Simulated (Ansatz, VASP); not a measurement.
One calculation of CdS, two programs

```
CELL_PARAMETERS angstrom
0.00000 2.91650 2.91650
2.91650 0.00000 2.91650
2.91650 2.91650 0.00000
ATOMIC_POSITIONS crystal
Cd 0.00000 0.00000 0.00000
S 0.75000 0.75000 0.75000
```

Alike in both runs: functional PBEsol; k mesh 8 × 8 × 8; occupations fermi-dirac, width 0.05 eV; non-collinear spin, spin-orbit coupling.

```csv
,VASP,Ansatz
version,VASP 6.6.1,Ansatz 0.2.0
potentials or method,"VASP PAW PBE potentials, release 64 (Cd, S)",Ansatz PAW
plane-wave cutoff (eV),520,420
valence electrons in the cell,18,26
task,single point,band structure
```

Ansatz gave:

- pressure (GPa): -0.3

Q: Estimate VASP's values.

A: Pressure (GPa): 0.1.

VASP's potentials were made for PBE, not for PBEsol. VASP's potentials hold 18 valence electrons a cell and Ansatz's 26, so a difference there can come from the potentials and not from the codes.
